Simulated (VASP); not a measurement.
# HfB2 (P6/mmm) in VASP: a series of runs, part 2 of 2

VASP 6.6.1.

## Step 3: Relaxation of cell and atoms, PBE+U

Contents of INCAR:

```
PREC     = Accurate       # precision mode
ENCUT    = 600            # plane-wave cutoff, eV
EDIFF    = 1E-6           # SCF threshold, eV
ISMEAR   = -1             # smearing method
SIGMA    = 0.05           # smearing width, eV
LREAL    = False          # projectors in reciprocal space
LASPH    = True           # aspherical terms in the spheres
NELM     = 150            # most SCF steps
ALGO     = Normal         # electronic algorithm
ISIF     = 3              # what is computed and relaxed
LWAVE    = False          # write WAVECAR
LCHARG   = False          # write CHGCAR
LMAXMIX  = 4              # l up to which the mixer works
LDAU     = True           # DFT+U
LDAUTYPE = 2            
LDAUL    = 2 -1           # shell
LDAUU    = 5 0            # U, eV
LDAUJ    = 0 0          
LDAUPRINT= 1            
GGA      = PE             # functional
IBRION   = 2              # ionic algorithm
NSW      = 60             # ionic steps
EDIFFG   = -0.01          # ionic threshold
```

Contents of KPOINTS:

```
regular mesh
0
Gamma
  10 10 8
```

Contents of POSCAR:

```
HfB2
1.0
    3.1400000000      0.0000000000      0.0000000000
   -1.5700000000      2.7193197679      0.0000000000
    0.0000000000      0.0000000000      3.4800000000
Hf B
1 2
Direct
    0.0000000000      0.0000000000      0.0000000000
    0.6666666667      0.3333333333      0.5000000000
    0.3333333333      0.6666666667      0.5000000000
```

Potentials or basis: VASP PAW PBE potentials, release 64 (Hf_pv, B).

Launch:

```bash
> cat potpaw_PBE.64/Hf_pv/POTCAR potpaw_PBE.64/B/POTCAR > POTCAR
> mpirun -np 1 vasp_std > vasp.out
```

Run time: 63 s. Hardware: 1 thread of Intel Xeon 6975P-C (Granite Rapids), shared host; peak memory 0.19 GiB.

It converged, with:

* Free energy: -22.8324 eV
* Relaxed volume: 10.54 Å³/atom
* Relaxed cell: a = 3.185 Å, b = 3.185 Å, c = 3.601 Å, α = 90.00°, β = 90.00°, γ = 120.00°
* Space group after relaxing (to 0.1 Å): P6/mmm (No. 191)
* Energy gained by relaxing: 32.1 meV/atom
* Ionic steps: 9
* Pressure after relaxing: 0.0 GPa
* Band gap on the k mesh: zero (bands 8 and 9 overlap by 1.10 eV)

Step by step:
| step | energy change (eV) | largest force (eV/Å) | pressure (GPa) | volume (Å³) |
| --- | --- | --- | --- | --- |
| 1 | 0.0000 | 0.0000 | 15.85 | 29.71 |
| 2 | 0.0318 | 0.0000 | -15.27 | 34.13 |
| 3 | -0.0925 | 0.0000 | -0.54 | 31.66 |
| 4 | -0.0925 | 0.0000 | -0.24 | 31.62 |
| 5 | -0.0962 | 0.0000 | 0.11 | 31.61 |
| 6 | -0.0962 | 0.0000 | 0.16 | 31.61 |
| 7 | -0.0962 | 0.0000 | 0.15 | 31.61 |
| 8 | -0.0962 | 0.0000 | -0.15 | 31.65 |
| 9 | -0.0962 | 0.0000 | 0.00 | 31.63 |

Final structure:
```
Hf B
1.0
     3.18455    0.00000    0.00000
    -1.59227    2.75790    0.00000
     0.00000    0.00000    3.60118
Hf B
1 2
Cartesian
  0.0000 0.0000 0.0000
  1.5923 0.9193 1.8006
  0.0000 1.8386 1.8006
```

Levels at points of the mesh, in eV from the Fermi level:
| k point | band 6 | band 7 | band 8 | band 9 | band 10 | band 11 |
| --- | --- | --- | --- | --- | --- | --- |
| (0.00, 0.00, 0.00) | -2.93 | -2.70 | -2.70 | 4.29 | 4.29 | 4.38 |
| (0.50, 0.00, 0.00) | -3.99 | -3.63 | -2.51 | 1.49 | 2.99 | 5.04 |
| (0.00, 0.00, 0.50) | -1.37 | -1.37 | 0.71 | 0.71 | 1.29 | 1.29 |
| (0.50, 0.00, 0.50) | -4.73 | -4.63 | -3.29 | 3.34 | 3.89 | 6.38 |

Eigenvalues of the final occupation matrices:
```csv
site,spin,trace,eigenvalues
site 1 d,1,0.79,0.14 0.15 0.15 0.17 0.17
site 1 d,2,0.79,0.14 0.15 0.15 0.17 0.17
```

Caveat: spin-orbit coupling is left out, which moves the levels of the heavy elements; U without spin polarisation on a metal has little footing; the U is typed as a test and isn't derived for this compound. Zero-point motion and thermal expansion aren't in these numbers.

## Step 4: Relaxation of cell and atoms, PBE+U

Contents of INCAR:

```
ALGO = Normal
EDIFF = 1E-6
EDIFFG = -0.01
ENCUT = 600
GGA = PE
IBRION = 2
ISIF = 3
ISMEAR = -1
LASPH = T
LCHARG = F
LDAU = T
LDAUJ = 0 0
LDAUL = 2 -1
LDAUPRINT = 1
LDAUTYPE = 2
LDAUU = 6 0
LMAXMIX = 4
LREAL = F
LWAVE = F
NELM = 150
NSW = 60
PREC = Accurate
SIGMA = 0.05
```

Contents of KPOINTS:

```
k-points
0
Gamma
  10 10 8
```

POSCAR is that of step 3.

Launch:

```bash
> cat potpaw_PBE.64/Hf_pv/POTCAR potpaw_PBE.64/B/POTCAR > POTCAR
> mpirun -np 1 vasp_std > vasp.out
```

Wall time 77 s (1 thread of Intel Xeon 6975P-C (Granite Rapids), shared host); peak memory 0.19 GiB.

The run converged. Its results:

```yaml
Free_energy: -22.1776 eV
Relaxed_volume: 10.67 Å³/atom
Relaxed_cell: a = 3.193 Å, b = 3.193 Å, c = 3.626 Å, α = 90.00°, β = 90.00°, γ = 120.00°
Space_group_after_relaxing_to_0.1_Å: P6/mmm (No. 191)
Energy_gained_by_relaxing: 45.6 meV/atom
Ionic_steps: 9
Pressure_after_relaxing: 0.0 GPa
Band_gap_on_the_k_mesh: zero (bands 8 and 9 overlap by 1.16 eV)
```

Stress tensor (GPa, compression positive):
```
 0.04  0.00  0.00
 0.00  0.04  0.00
 0.00  0.00 -0.05
```

Step by step:
```csv
step,energy change (eV),largest force (eV/Å),pressure (GPa),volume (Å³)
1,0.0000,0.0000,19.00,29.71
2,0.0430,0.0000,-17.41,35.05
3,-0.1315,0.0000,-0.66,32.06
4,-0.1316,0.0000,-0.32,32.01
5,-0.1368,0.0000,0.10,31.99
6,-0.1368,0.0000,0.15,31.99
7,-0.1368,0.0000,0.16,31.99
8,-0.1368,0.0000,-0.15,32.03
9,-0.1368,0.0000,0.01,32.01
```

Final structure:
```
Hf B
1.0
     3.19300    0.00000    0.00000
    -1.59650    2.76522    0.00000
     0.00000    0.00000    3.62570
Hf B
1 2
Direct
  0.00000 0.00000 0.00000
  0.66667 0.33333 0.50000
  0.33333 0.66667 0.50000
```

Levels at points of the mesh, in eV from the Fermi level:
```csv
k point,band 4,band 5,band 6,band 7,band 8,band 9,band 10,band 11,band 12
"(0.00, 0.00, 0.00)",-13.86,-3.55,-2.95,-2.68,-2.68,4.26,4.36,4.39,4.39
"(0.50, 0.00, 0.00)",-9.77,-9.43,-3.98,-3.69,-2.46,1.35,3.04,4.86,4.88
"(0.00, 0.00, 0.50)",-11.80,-8.81,-1.42,-1.42,0.78,0.78,1.34,1.34,2.10
"(0.50, 0.00, 0.50)",-10.15,-7.90,-4.71,-4.64,-3.43,3.20,3.82,6.41,6.62
```

Eigenvalues of the final occupation matrices:
```
    site  spin  trace               eigenvalues
site 1 d     1   0.76  0.14 0.15 0.15 0.16 0.16
site 1 d     2   0.76  0.14 0.15 0.15 0.16 0.16
```

Caveat: spin-orbit coupling is left out, which moves the levels of the heavy elements; U without spin polarisation on a metal has little footing; the U is typed as a test and isn't derived for this compound. PBE usually gives volumes a little too large and moduli too small.

## Step 5: Relaxation of cell and atoms, PBE+U

Contents of INCAR:

```
SYSTEM = HfB2
PREC = Accurate
ENCUT = 600
EDIFF = 1E-6
ISMEAR = -1
SIGMA = 0.05
LREAL = .False.
LASPH = .True.
NELM = 150
ALGO = Normal
ISIF = 3
LWAVE = .False.
LCHARG = .False.
LMAXMIX = 4
LDAU = .True.
LDAUTYPE = 2
LDAUL = 2 -1
LDAUU = 8 0
LDAUJ = 0 0
LDAUPRINT = 1
GGA = PE
IBRION = 2
NSW = 60
EDIFFG = -0.01
```

Contents of KPOINTS:

```
Automatic mesh
0
Gamma
  10 10 8
  0 0 0
```

POSCAR is that of step 4.

Launch:

```bash
> cat potpaw_PBE.64/Hf_pv/POTCAR potpaw_PBE.64/B/POTCAR > POTCAR
> mpirun -np 1 vasp_std > vasp.out
```

Wall time 75 s (1 thread of Intel Xeon 6975P-C (Granite Rapids), shared host); peak memory 0.19 GiB.

Results (log left out):

```yaml
Free_energy: -20.9307 eV
Relaxed_volume: 10.93 Å³/atom
Relaxed_cell: a = 3.211 Å, b = 3.211 Å, c = 3.673 Å, α = 90.00°, β = 90.00°, γ = 120.00°
Space_group_after_relaxing_to_0.1_Å: P6/mmm (No. 191)
Energy_gained_by_relaxing: 80.4 meV/atom
Ionic_steps: 6
Pressure_after_relaxing: 0.1 GPa
Band_gap_on_the_k_mesh: zero (bands 8 and 9 overlap by 1.27 eV)
```

The path:
```csv
step,energy change (eV),largest force (eV/Å),pressure (GPa),volume (Å³)
1,0.0000,0.0000,25.47,29.71
2,0.0677,0.0000,-21.07,37.01
3,-0.2316,0.0000,-0.96,32.88
4,-0.2317,0.0000,-0.52,32.81
5,-0.2411,0.0000,0.05,32.79
6,-0.2411,0.0000,0.12,32.79
```

Final structure:
```cif
data_structure
_symmetry_space_group_name_H-M 'P 1'
_symmetry_Int_Tables_number 1
_cell_length_a 3.2107
_cell_length_b 3.2107
_cell_length_c 3.6729
_cell_angle_alpha 90.000
_cell_angle_beta 90.000
_cell_angle_gamma 120.000
_cell_volume 32.79
loop_
_atom_site_label
_atom_site_type_symbol
_atom_site_fract_x
_atom_site_fract_y
_atom_site_fract_z
_atom_site_occupancy
Hf1 Hf 0.00000 0.00000 0.00000 1
B1 B 0.66667 0.33333 0.50000 1
B2 B 0.33333 0.66667 0.50000 1
```

Levels at points of the mesh, in eV from the Fermi level:
| k point | band 4 | band 5 | band 6 | band 7 | band 8 | band 9 | band 10 | band 11 | band 12 |
| --- | --- | --- | --- | --- | --- | --- | --- | --- | --- |
| (0.00, 0.00, 0.00) | -13.93 | -3.82 | -3.00 | -2.65 | -2.65 | 4.00 | 4.17 | 4.17 | 4.25 |
| (0.50, 0.00, 0.00) | -9.80 | -9.56 | -3.95 | -3.80 | -2.35 | 1.08 | 3.18 | 4.35 | 4.53 |
| (0.00, 0.00, 0.50) | -11.95 | -9.00 | -1.53 | -1.53 | 0.92 | 0.92 | 1.45 | 1.45 | 2.08 |
| (0.50, 0.00, 0.50) | -10.13 | -8.05 | -4.67 | -4.67 | -3.70 | 2.92 | 3.72 | 6.49 | 6.49 |

Eigenvalues of the final occupation matrices:
| site | spin | trace | eigenvalues |
| --- | --- | --- | --- |
| site 1 d | 1 | 0.70 | 0.13 0.13 0.13 0.15 0.15 |
| site 1 d | 2 | 0.70 | 0.13 0.13 0.13 0.15 0.15 |

Caveat: spin-orbit coupling is left out, which moves the levels of the heavy elements; U without spin polarisation on a metal has little footing; the U is typed as a test and isn't derived for this compound. Zero-point motion and thermal expansion aren't in these numbers.

## Step 6: The runs side by side

| U | gap on the mesh (eV) | pressure (GPa) | relaxed volume (Å³/atom) |
| --- | --- | --- | --- |
| Hf d U = 4.0 eV | none | 0.1 | 10.41 |
| Hf d U = 5.0 eV | none | 0.0 | 10.54 |
| Hf d U = 6.0 eV | none | 0.0 | 10.67 |
| Hf d U = 8.0 eV | none | 0.1 | 10.93 |

Alike in all rows: task relaxation of cell and atoms; level PBE+U; potentials or basis VASP PAW PBE potentials, release 64 (Hf_pv, B); no spin polarisation; cell relaxed; k mesh 10 × 10 × 8; cutoff (eV) 600; smearing fermi-dirac 0.05 eV.

Caveats: spin-orbit coupling is left out, which moves the levels of the heavy elements; U without spin polarisation on a metal has little footing; the U is typed as a test and isn't derived for this compound.

Total energies depend on the potentials used, so only differences within one code and one set of settings carry meaning.
